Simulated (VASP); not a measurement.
Wanted: the native input for a VASP 6.6.1 run.

```yaml
Task: single point
Functional: r2SCAN
Potentials_or_basis: VASP PAW PBE potentials, release 64 (Mg, S)
Cutoff: 660 eV
k_mesh: 6 × 6 × 6
Occupations: gaussian, width 0.01 eV
Spin: no spin polarisation
Dipole_correction: no
Further_INCAR_settings: ALGO = Normal; EDIFF = 1e-06; NBANDS = 11
```

The system is MgS.

```xyz
2
Lattice="0.0000 2.8309 2.8309 2.8309 0.0000 2.8309 2.8309 2.8309 0.0000" Properties=species:S:1:pos:R:3 pbc="T T T"
Mg    0.0000    0.0000    0.0000
S     1.4154    1.4154    1.4154
```

The input as run:

POSCAR

```
MgS
1.0
    0.0000000000      2.8308768389      2.8308768389
    2.8308768389      0.0000000000      2.8308768389
    2.8308768389      2.8308768389      0.0000000000
Mg S
1 1
Direct
    0.0000000000      0.0000000000      0.0000000000
    0.2500000000      0.2500000000      0.2500000000
```

INCAR.step1

```
PREC = Accurate
ENCUT = 660
ISMEAR = 0
SIGMA = 0.01
LREAL = False
LASPH = True
NELM = 120
NBANDS = 11
GGA = PE
ALGO = Normal
EDIFF = 1E-5
LWAVE = True
LCHARG = False
GGA_COMPAT = False
```

INCAR.step2

```
PREC = Accurate
ENCUT = 660
EDIFF = 1E-6
ISMEAR = 0
SIGMA = 0.01
LREAL = False
LASPH = True
NELM = 120
ALGO = Normal
ISIF = 2
LWAVE = False
LCHARG = False
METAGGA = R2SCAN
LMIXTAU = True
NBANDS = 11
ISTART = 1
GGA_COMPAT = False
```

KPOINTS

```
Automatic mesh
0
Gamma
  6 6 6
```

Potentials or basis: VASP PAW PBE potentials, release 64 (Mg, S).

Run with:

```console
$ cat potpaw_PBE.64/Mg/POTCAR potpaw_PBE.64/S/POTCAR > POTCAR
$ cp INCAR.step1 INCAR
$ mpirun -np 1 vasp_std > vasp.out
$ cp INCAR.step2 INCAR
$ mpirun -np 1 vasp_std > vasp.out
```

It gave:

* Pressure: -0.2 GPa
* Band gap on the k mesh: 4.13 eV, direct

Caveat: the PAW data sets were made with another functional, which shifts forces and pressure a little.

Wall time 57 s on 1 thread of Intel(R) Xeon(R) Platinum 8259CL CPU @ 2.50GHz (Skylake/Cascade Lake), on a shared host, peak memory 0.21 GiB.
